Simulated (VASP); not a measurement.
Input of a VASP 6.6.1 run:

File POSCAR:

```
Ga3AsN2
1.0
   -1.7387725960      1.7387725960      7.2209882964
    1.7387725960     -1.7387725960      7.2209882964
    1.7387725960      1.7387725960     -7.2209882964
N Ga As
2 3 1
Direct
    0.1811597750      0.1811597750      0.0000000000
    0.8188402250      0.8188402250      0.0000000000
    0.7500000000      0.2500000000      0.5000000000
    0.3912562911      0.8912562911      0.5000000000
    0.1087437089      0.6087437089      0.5000000000
    0.5000000000      0.5000000000      0.0000000000
```

File INCAR.step1:

```
  ALGO = Normal
  EDIFF = 1E-4
  ENCUT = 520
  GGA = PE
  ISMEAR = -1
  LASPH = True
  LCHARG = False
  LREAL = False
  LWAVE = True
  NBANDS = 36
  NELM = 60
  PREC = Accurate
  SIGMA = 0.02
```

The input INCAR.step2:

```
  ALGO = Normal
  EDIFF = 1E-6
  ENCUT = 520
  ISIF = 2
  ISMEAR = -1
  ISTART = 1
  LASPH = True
  LCHARG = False
  LMIXTAU = True
  LREAL = False
  LWAVE = False
  METAGGA = R2SCAN
  NBANDS = 36
  NELM = 60
  PREC = Accurate
  SIGMA = 0.02
```

File KPOINTS:

```
k-points
0
Gamma
  10 10 10
```

Potentials or basis: VASP PAW PBE potentials, release 64 (N, Ga_d, As).

Launch:

```bash
$ cat potpaw_PBE.64/N/POTCAR potpaw_PBE.64/Ga_d/POTCAR potpaw_PBE.64/As/POTCAR > POTCAR
$ cp INCAR.step1 INCAR
$ mpirun -np 1 vasp_std > vasp.out
$ cp INCAR.step2 INCAR
$ mpirun -np 1 vasp_std > vasp.out
```

Problem. Estimate the pressure.

Solution. 0.5 GPa.

Problem. Estimate the band gap on the k mesh.

Solution. Zero (bands 27 and 28 overlap by 0.34 eV).

Problem. Estimate the largest force.

Solution. 0.029 eV/Å.

Stress tensor (GPa, compression positive):
```
0.57 0.00 0.00
0.00 0.57 0.00
0.00 0.00 0.46
```

Caveat: semilocal functionals underestimate gaps, and a narrow one can read as zero; the PAW data sets were made with another functional, which shifts forces and pressure a little.
